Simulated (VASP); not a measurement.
Input of a VASP 6.6.1 run:

File INCAR:

```
SYSTEM = Al2Cu
ALGO = Fast
EDIFF = 1E-7
ENCUT = 520
GGA = PS
ISIF = 2
ISMEAR = 0
LASPH = .True.
LCHARG = .True.
LELF = .True.
LREAL = .False.
LVHAR = .True.
LWAVE = .False.
NBANDS = 26
NELM = 60
PREC = Accurate
SIGMA = 0.15
```

File KPOINTS:

```
k-points
0
Gamma
  10 10 10
  0 0 0
```

Contents of POSCAR:

```
Al2Cu
1.0
   -2.8766500000      2.8766500000      2.4862000000
    2.8766500000     -2.8766500000      2.4862000000
    2.8766500000      2.8766500000     -2.4862000000
Al Cu
4 2
Direct
    0.1593210787      0.6593210787      0.8186421574
    0.6593210787      0.8406789213      0.5000000000
    0.8406789213      0.3406789213      0.1813578426
    0.3406789213      0.1593210787      0.5000000000
    0.7500000000      0.7500000000      0.0000000000
    0.2500000000      0.2500000000      0.0000000000
```

Potentials or basis: VASP PAW PBE potentials, release 64 (Al, Cu).

Run with:

```console
$ cat potpaw_PBE.64/Al/POTCAR potpaw_PBE.64/Cu/POTCAR > POTCAR
$ mpirun -np 1 vasp_std > vasp.out
```

Q: What does it give for the largest force?

A: 0.226 eV/Å.

Q: What does it give for the band gap on the k mesh?

A: Zero (bands 17 and 18 overlap by 3.87 eV).

Q: What does it give for the pressure?

A: 7.2 GPa.

Stress tensor (GPa, compression positive):
```
10.44  0.00  0.00
 0.00 10.44  0.00
 0.00  0.00  0.63
```

Caveat: the cell stands under pressure; the PAW data sets were made with another functional, which shifts forces and pressure a little.
